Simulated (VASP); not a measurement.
# Ca (I4_1/amd) in VASP: notebook

Ca is run at these levels: PBE; tasks: single point.

Program: VASP 6.6.1. These are calculated values, not measurements. Logs are shortened: lines on timing, memory, paths and dates and some standing lists are left out, and cuts for length are marked.

## Step 1: The cell of the first run

It takes space group I4_1/amd (No. 141, tetragonal). Conventional cell: a = 5.308 Å, b = 5.308 Å, c = 2.841 Å, α = 90.00°, β = 90.00°, γ = 90.00°. Ca (site symmetry -4m2) has 10 Ca at 2.75 to 3.40 Å within 3.6 Å.

## Step 2: Single point, PBE

INCAR

```
SYSTEM = Ca
PREC     = Accurate       ! precision mode
ENCUT    = 520            ! plane-wave cutoff, eV
EDIFF    = 1E-7           ! SCF threshold, eV
ISMEAR   = -1             ! smearing method
SIGMA    = 0.05           ! smearing width, eV
LREAL    = .False.        ! projectors in reciprocal space
LASPH    = .True.         ! aspherical terms in the spheres
NELM     = 100            ! most SCF steps
ALGO     = Normal         ! electronic algorithm
ISIF     = 2              ! what is computed and relaxed
LWAVE    = .False.        ! write WAVECAR
LCHARG   = .True.         ! write CHGCAR
GGA      = PE             ! functional
LELF     = .True.         ! ELF
LVHAR    = .True.       
NBANDS   = 17             ! bands
```

KPOINTS

```
Automatic mesh
0
Gamma
  15 15 15
  0 0 0
```

POSCAR

```
Ca
1.0
   -2.6542098203      2.6542098203      1.4202895017
    2.6542098203     -2.6542098203      1.4202895017
    2.6542098203      2.6542098203     -1.4202895017
Ca
2
Direct
   -0.3750000000     -0.1250000000     -0.2500000000
    0.3750000000      0.1250000000      0.2500000000
```

Potentials or basis: VASP PAW PBE potentials, release 64 (Ca_sv).

On the command line:

```
$ cat potpaw_PBE.64/Ca_sv/POTCAR > POTCAR
$ mpirun -np 1 vasp_std > vasp.out
```

OUTCAR:

```text
SYSTEM = Ca
   PREC = Accurate
   ENCUT = 520
   EDIFF = 1E-7
   ISMEAR = -1
   LREAL = .False.
   LASPH = .True.
   NELM = 100
   ISIF = 2
   GGA = PE

 ion  position               nearest neighbor table
   1  0.625  0.875  0.750-   2 2.75   2 2.75   2 2.75   2 2.75
   2  0.375  0.125  0.250-   1 2.75   1 2.75   1 2.75   1 2.75

  LATTYP: Found a body centered tetragonal cell.
 ALAT       =     5.3084196406
 C/A-ratio  =     0.5351082235

  Lattice vectors:

 A1 = (  -2.6542098203,   2.6542098203,   1.4202895017)
 A2 = (   2.6542098203,  -2.6542098203,   1.4202895017)
 A3 = (   2.6542098203,   2.6542098203,  -1.4202895017)

Analysis of symmetry for initial positions (statically):
=====================================================================
 Subroutine PRICEL returns:
 Original cell was already a primitive cell.

 Routine SETGRP: Setting up the symmetry group for a
 body centered tetragonal supercell.

 Subroutine GETGRP returns: Found 16 space group operations
 (whereof  4 operations were pure point group operations)
 out of a pool of 16 trial point group operations.

The static configuration has the point symmetry C_2h.
 The point group associated with its full space group is D_4h.

Analysis of symmetry for dynamics (positions and initial velocities):
=====================================================================
 Subroutine PRICEL returns:
 Original cell was already a primitive cell.

 Routine SETGRP: Setting up the symmetry group for a
 body centered tetragonal supercell.

 Subroutine GETGRP returns: Found 16 space group operations
 (whereof  4 operations were pure point group operations)
 out of a pool of 16 trial point group operations.

The dynamic configuration has the point symmetry C_2h.
 The point group associated with its full space group is D_4h.

 Subroutine INISYM returns: Found 16 space group operations
 (whereof  4 operations are pure point group operations),
 and found     1 'primitive' translations

----------------------------------------------------------------------------------------

                                     Primitive cell

  volume of cell :      40.0228

  direct lattice vectors                    reciprocal lattice vectors
    -2.654209820  2.654209820  1.420289502     0.000000000  0.188379983  0.352040904
     2.654209820 -2.654209820  1.420289502     0.188379983  0.000000000  0.352040904
     2.654209820  2.654209820 -1.420289502     0.188379983  0.188379983  0.000000000

  length of vectors
     4.013337988  4.013337988  4.013337988     0.399274111  0.399274111  0.266409526

  position of ions in fractional coordinates (direct lattice)
     0.625000000  0.875000000  0.750000000
     0.375000000  0.125000000  0.250000000

  ion indices of the primitive-cell ions
   primitive index   ion index
                 1           1
                 2           2

----------------------------------------------------------------------------------------

 KPOINTS: Automatic mesh

Automatic generation of k-mesh.
 Grid dimensions read from file:
 generate k-points for:   15   15   15

 Generating k-lattice:

  Cartesian coordinates                     Fractional coordinates (reciprocal lattice)
     0.000000000  0.012558666  0.023469394     0.066666667  0.000000000  0.000000000
     0.012558666  0.000000000  0.023469394     0.000000000  0.066666667  0.000000000
     0.012558666  0.012558666  0.000000000     0.000000000  0.000000000  0.066666667

  Length of vectors
     0.026618274  0.026618274  0.017760635

  Shift w.r.t. Gamma in fractional coordinates (k-lattice)
     0.000000000  0.000000000  0.000000000

 Subroutine IBZKPT returns following result:
 ===========================================

 Found    288 irreducible k-points:

 Following reciprocal coordinates:
            Coordinates               Weight
  0.000000  0.000000  0.000000      1.000000
  0.066667 -0.000000  0.000000      8.000000
  0.133333 -0.000000  0.000000      8.000000
  0.200000 -0.000000  0.000000      8.000000
  0.266667 -0.000000  0.000000      8.000000
  0.333333 -0.000000  0.000000      8.000000
[... 16 lines left out ...]
  0.133333  0.133333  0.000000      8.000000
  0.200000  0.133333  0.000000     16.000000
 [... further k-points ...]
   k-points           NKPTS =    288   k-points in BZ     NKDIM =    288   number of bands    NBANDS=     17
   number of dos      NEDOS =    301   number of ions     NIONS =      2
   total plane-waves  NPLWV =  27000
   dimension x,y,z NGX =    30 NGY =   30 NGZ =   30
   dimension x,y,z NGXF=    60 NGYF=   60 NGZF=   60
   ions per type =               2
   NGX,Y,Z   is equivalent  to a cutoff of  12.43, 12.43, 12.43 a.u.
   NGXF,Y,Z  is equivalent  to a cutoff of  24.85, 24.85, 24.85 a.u.
 SYSTEM =  Ca
   PREC   = accura    normal or accurate (medium, high low for compatibility)
   ISTART =      0    job   : 0-new  1-cont  2-samecut
   ICHARG =      2    charge: 1-file 2-atom 10-const
   ISPIN  =      1    spin polarized calculation?
   LNONCOLLINEAR =      F non collinear calculations
   LSORBIT =      F    spin-orbit coupling
   LASPH  =      T    aspherical Exc in radial PAW
   ENCUT  =  520.0 eV  38.22 Ry    6.18 a.u.   7.46  7.46  7.46*2*pi/ulx,y,z
   NELM   =    100;   NELMIN=  2; NELMDL= -5     # of ELM steps
   EDIFF  = 0.1E-06   stopping-criterion for ELM
   LREAL  =      F    real-space projection
   EDIFFG = 0.1E-05   stopping-criterion for IOM
   NSW    =      0    number of steps for IOM
   IBRION =     -1    ionic relax: 0-MD 1-quasi-New 2-CG
   NFREE  =      0    steps in history (QN), initial steepest desc. (CG)
   ISIF   =      2    stress and relaxation
   ISYM   =      2    0-nonsym 1-usesym 2-fastsym
   POTIM  = 0.5000    time-step for ionic-motion
   TEBEG  =    0.0;   TEEND  =   0.0 temperature during run
   PSTRESS=    0.0 pullay stress
   NELECT =      20.0000    total number of electrons
   NUPDOWN=      -1.0000    fix difference up-down
   EMIN   =  10.00;   EMAX   =-10.00  energy-range for DOS
   EFERMI =   0.00;   METHOD = LEGACY
   ISMEAR =    -1;   SIGMA  =   0.05  broadening in eV -4-tet -1-fermi 0-gaus
   EFERMI_NEDOS =   21; number of points for ismear=-14 and -15
   IALGO  =     38    algorithm
   IMIX   =      4    mixing-type and parameters
     AMIX     =   0.40;   BMIX     =  1.00
     AMIX_MAG =   1.60;   BMIX_MAG =  1.00
  volume/ion in A,a.u.               =      20.01       135.04
  Fermi-wavevector in a.u.,A,eV,Ry     =   1.299119  2.454980 22.962702  1.687711
  Thomas-Fermi vector in A             =   2.430404
   LORBIT       =      0    0 simple, 1 ext, 2 COOP (PROOUT), +10 PAW based schemes
   GGA     = PE    functional components
   LHFCALC =     F    Hartree Fock is set to
   AEXX    =    0.0000 exact exchange contribution
   IVDW    =     0    specifies the selected vdW correction
   LEPSILON=     F    determine dielectric tensor
   LRPA    =     F    only Hartree local field effects (RPA)
 non-spin polarized calculation
  energy-cutoff  :      520.00
  volume of cell :       40.02
 maximum number of plane-waves:      1109
 NGX is ok and might be reduce to    30
   NGX = 15   NGY = 15   NGZ = 15

 number of electron      19.9999998 magnetization

 Free energy of the ion-electron system (eV)
  ---------------------------------------------------
  ext. energy  EPLUGINS =         0.00000000
  ---------------------------------------------------
  free energy    TOTEN  =        -0.68330122 eV

  energy without entropy =       -0.67721584  energy(sigma->0) =       -0.68025853

 E-fermi :   5.6001     XC(G=0): -10.4648

 val. band max:        5.5827269990   @ k =  -0.3333  -0.4000   0.3333
 cond. band min:       5.6051450158   @ k =  -0.3333   0.4000   0.3333
 fundamental gap:      0.0224180168
 Fermi energy:         5.6001314144

 k-point     1 :       0.0000    0.0000    0.0000
  band No.  band energies     occupation
      1     -35.3823      2.00000
      2     -34.7878      2.00000
      3     -16.8621      2.00000
      4     -16.8621      2.00000
      5     -15.5515      2.00000
      6     -15.5395      2.00000
[... 9 lines left out ...]
     16      11.0181      0.00000
     17      11.0181      0.00000

 k-point     2 :       0.0667   -0.0000    0.0000
  band No.  band energies     occupation
      1     -35.3679      2.00000
      2     -34.7852      2.00000
      3     -16.8554      2.00000
      4     -16.8364      2.00000
      5     -15.6173      2.00000
      6     -15.6064      2.00000
[... 9 lines left out ...]
     16      11.5183      0.00000
     17      11.5284      0.00000

 k-point     3 :       0.1333   -0.0000    0.0000
  band No.  band energies     occupation
      1     -35.3264      2.00000
      2     -34.7783      2.00000
      3     -16.8363      2.00000
      4     -16.7648      2.00000
      5     -15.8088      2.00000
      6     -15.7705      2.00000
[... 9 lines left out ...]
     16      11.1928      0.00000
     17      11.3748      0.00000

 k-point     4 :       0.2000   -0.0000    0.0000
  band No.  band energies     occupation
      1     -35.2636      2.00000
      2     -34.7691      2.00000
      3     -16.8073      2.00000
      4     -16.6683      2.00000
      5     -16.0819      2.00000
      6     -15.9872      2.00000
[... 9 lines left out ...]
     16      10.5662      0.00000
     17      10.9137      0.00000
[... 343 lines left out ...]
      1     -35.3758      2.00000
      2     -34.7942      2.00000
      3     -16.8522      2.00000
      4     -16.8494      2.00000
      5     -15.5756      2.00000
      6     -15.5385      2.00000
[... 9 lines left out ...]
     16      11.0553      0.00000
     17      11.0641      0.00000

 k-point    23 :       0.1333    0.1333    0.0000
  band No.  band energies     occupation
      1     -35.2079      2.00000
      2     -34.7413      2.00000
      3     -16.7199      2.00000
      4     -16.6966      2.00000
      5     -16.3302      2.00000
      6     -16.2418      2.00000
[... 9 lines left out ...]
     16      10.3065      0.00000
     17      10.5398      0.00000

 k-point    24 :       0.2000    0.1333    0.0000
  band No.  band energies     occupation
      1     -35.1353      2.00000
      2     -34.7329      2.00000
      3     -16.7954      2.00000
      4     -16.6616      2.00000
      5     -16.4923      2.00000
      6     -16.4144      2.00000
[... 9 lines left out ...]
     16      10.5182      0.00000
     17      11.1662      0.00000

 [... further k-points ...]

------------------------ aborting loop because EDIFF is reached ----------------------------------------

  FORCE on cell =-STRESS in cart. coord.  units (eV):
  Direction    XX          YY          ZZ          XY          YZ          ZX
  --------------------------------------------------------------------------------------
  -------------------------------------------------------------------------------------
  Total        8.0704559      8.0704559      8.0651303      0.0000000      0.0000000      0.0000000
  in kB      323.0734562    323.0734562    322.8602668      0.0000000      0.0000000      0.0000000
  external PRESSURE =     323.0023931 kB  Pullay stress =       0.0000000 kB

 VOLUME and BASIS-vectors are now :
 -----------------------------------------------------------------------------
  energy-cutoff  :      520.00
  volume of cell :       40.02
      direct lattice vectors                 reciprocal lattice vectors
    -2.654209820  2.654209820  1.420289502     0.000000000  0.188379983  0.352040904
     2.654209820 -2.654209820  1.420289502     0.188379983  0.000000000  0.352040904
     2.654209820  2.654209820 -1.420289502     0.188379983  0.188379983  0.000000000

 POSITION                                       TOTAL-FORCE (eV/Angst)
 -----------------------------------------------------------------------------------
      2.65421      1.32710      1.06522         0.000000      0.000000      0.000000
      0.00000      1.32710      0.35507        -0.000000     -0.000000     -0.000000
 -----------------------------------------------------------------------------------
    total drift:                                0.000000     -0.000000      0.000000

  FREE ENERGIE OF THE ION-ELECTRON SYSTEM (eV)
  ---------------------------------------------------
  free  energy   TOTEN  =        -0.6833012198 eV

  energy  without entropy=       -0.6772158394  energy(sigma->0) =       -0.68025853
```

Wall time 4.6 min (1 thread of Intel Xeon Platinum 8375C at 2.90GHz (Ice Lake), shared host); peak memory 0.3 GiB.

Results:

| Property | Result |
| --- | --- |
| Free energy | -0.6833 eV |
| Pressure | 32.3 GPa |
| Band gap on the k mesh | zero (bands 10 and 11 overlap by 0.71 eV) |

Levels at points of the mesh, in eV from the Fermi level:
```tsv
k point	band 8	band 9	band 10	band 11	band 12	band 13
(0.00, 0.00, 0.00)	-21.06	-4.31	-1.85	1.14	1.16	2.07
```

Caveat: the cell stands under pressure.

## Step 3: Single point, PBE

INCAR

```
PREC = Accurate
ENCUT = 520
EDIFF = 1E-7
ISMEAR = -1
SIGMA = 0.05
LREAL = False
LASPH = True
NELM = 80
ALGO = Normal
ISIF = 2
LWAVE = False
LCHARG = False
GGA = PE
NBANDS = 17
```

KPOINTS

```
regular mesh
0
Gamma
  15 15 15
```

POSCAR

```
Ca
1.0
   -2.6542098203      2.6542098203      1.4202895016
    2.6542098203     -2.6542098203      1.4202895016
    2.6542098203      2.6542098203     -1.4202895016
Ca
2
Direct
   -0.3750000000     -0.1250000000     -0.2500000000
    0.3750000000      0.1250000000      0.2500000000
```

Potentials or basis: VASP PAW PBE potentials, release 64 (Ca_sv).

On the command line:

```
$ cat potpaw_PBE.64/Ca_sv/POTCAR > POTCAR
$ mpirun -np 1 vasp_std > vasp.out
```

Run time: 4.6 min. Hardware: 1 thread of Intel Xeon Platinum 8375C at 2.90GHz (Ice Lake), shared host; peak memory 0.29 GiB.

It converged, with:

```
Free energy            : -0.6833 eV
Pressure               : 32.3 GPa
Band gap on the k mesh : zero (bands 10 and 11 overlap by 0.71 eV)
```

Levels at points of the mesh, in eV from the Fermi level:
```tsv
k point	band 7	band 8	band 9	band 10	band 11	band 12	band 13	band 14
(0.00, 0.00, 0.00)	-21.06	-21.06	-4.31	-1.85	1.14	1.16	2.07	5.20
```

Caveat: the cell stands under pressure.

The gap in the log of VASP goes by the Fermi energy; the results here count the filled bands.